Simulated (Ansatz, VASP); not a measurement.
One calculation of SrB3Pt, two programs

```
Sr B Pt
1.0
     4.23469    0.00000    0.00000
     0.00000    4.23469    0.00000
     0.00000    0.00000    4.23469
Sr B Pt
1 3 1
Cartesian
  0.0000 0.0000 0.0000
  0.0000 2.1173 2.1173
  2.1173 0.0000 2.1173
  2.1173 2.1173 0.0000
  2.1173 2.1173 2.1173
```

Change from the starting cell: species swapped into the KCdF3 type (Pm-3m, No. 221).

Alike in both runs: functional PBE; k mesh 10 × 10 × 10; occupations gaussian, width 0.1 eV; no spin polarisation.

Ansatz relaxed the structure, and its values are those at the end. VASP's run is a single point on that final structure, the one shown.

```csv
,VASP,Ansatz
version,VASP 6.6.1,Ansatz 0.2.0
potentials or method,"VASP PAW PBE potentials, release 64 (Sr_sv, B, Pt), cutoff 520 eV","scalar-relativistic, plane waves, PAW"
valence electrons in the cell,29,37
```

```tsv
	VASP	Ansatz	Ansatz less VASP
gap on the k mesh at the Fermi level (eV)	none	none	-
pressure (GPa)	0.0	0.0	0.00
```

A gap of «none» marks a metal or a gap that the smearing closes. With one functional, cell and mesh, what is left measures potentials, basis and numerics. VASP's potentials hold 29 valence electrons a cell and Ansatz's 37, so a difference there can come from the potentials and not from the codes.

Spin-orbit coupling is off throughout.
